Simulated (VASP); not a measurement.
# Ni: single point with PBE+U

Ni:

```xyz
2
Lattice="2.5242 0.0000 0.0000 -1.2621 2.1860 0.0000 0.0000 0.0000 4.0387" Properties=species:S:1:pos:R:3 pbc="T T T"
Ni    0.0000    1.4573    1.0097
Ni    1.2621    0.7287    3.0290
```

- Program: VASP 6.6.1
- Task: single point
- Functional: PBE
- Potentials or basis: VASP PAW PBE potentials, release 64 (Ni)
- Cutoff: 600 eV
- k mesh: 4 × 4 × 2
- Occupations: fermi-dirac, width 0.05 eV
- Spin: collinear spin, antiferromagnetic start
- Starting moments: [0.8, -0.8] μB
- Hubbard terms: Ni d U = 2.5 eV

```json
{"Pressure": "-5.1 GPa", "Band gap on the k mesh": "zero (filled and empty bands overlap)", "Net moment": "0.00 μB per cell", "Site moments": "Ni +0.58, -0.58 μB", "Valence electrons inside the program's atomic spheres": "Ni 9.34"}
```

Stress tensor (GPa, compression positive):
```
-9.87  0.00  0.00
 0.00 -9.87  0.00
 0.00  0.00  4.58
```

Levels at points of the mesh, in eV from the Fermi level:
Spin up:
```csv
k point,band 7,band 8,band 9,band 10,band 11,band 12,band 13,band 14
"(0.00, 0.00, 0.00)",-1.62,-1.30,-1.30,-0.58,-0.58,0.30,6.30,22.31
"(0.50, 0.00, 0.00)",-1.14,-0.82,-0.37,0.34,1.50,3.42,9.56,10.25
"(0.00, 0.00, 0.50)",-1.77,-1.28,-0.88,-0.88,-0.69,-0.69,14.68,15.29
"(0.50, 0.00, 0.50)",-1.26,-0.78,0.17,0.34,1.73,1.89,6.72,7.03
```
Spin down:
| k point | band 7 | band 8 | band 9 | band 10 | band 11 | band 12 | band 13 | band 14 |
| --- | --- | --- | --- | --- | --- | --- | --- | --- |
| (0.00, 0.00, 0.00) | -1.62 | -1.30 | -1.30 | -0.58 | -0.58 | 0.30 | 6.30 | 22.31 |
| (0.50, 0.00, 0.00) | -1.14 | -0.82 | -0.37 | 0.34 | 1.50 | 3.42 | 9.56 | 10.25 |
| (0.00, 0.00, 0.50) | -1.77 | -1.28 | -0.88 | -0.88 | -0.69 | -0.69 | 14.68 | 15.29 |
| (0.50, 0.00, 0.50) | -1.26 | -0.78 | 0.17 | 0.34 | 1.73 | 1.89 | 6.72 | 7.03 |

Eigenvalues of the final occupation matrices:
```csv
site,spin,trace,eigenvalues
site 1 d,1,4.52,0.88 0.88 0.92 0.92 0.93
site 1 d,2,3.95,0.57 0.76 0.76 0.93 0.93
site 2 d,1,3.95,0.57 0.76 0.76 0.93 0.93
site 2 d,2,4.52,0.88 0.88 0.92 0.92 0.93
```

Wall time 30 s on 1 thread of AMD EPYC 7R13, with other jobs on the host, peak memory 0.11 GiB.

Caveat: the k points lie up to 0.78 Å⁻¹ apart; the U is typed as a test and isn't derived for this compound. The state reached can hang on the start; a lower one may exist.
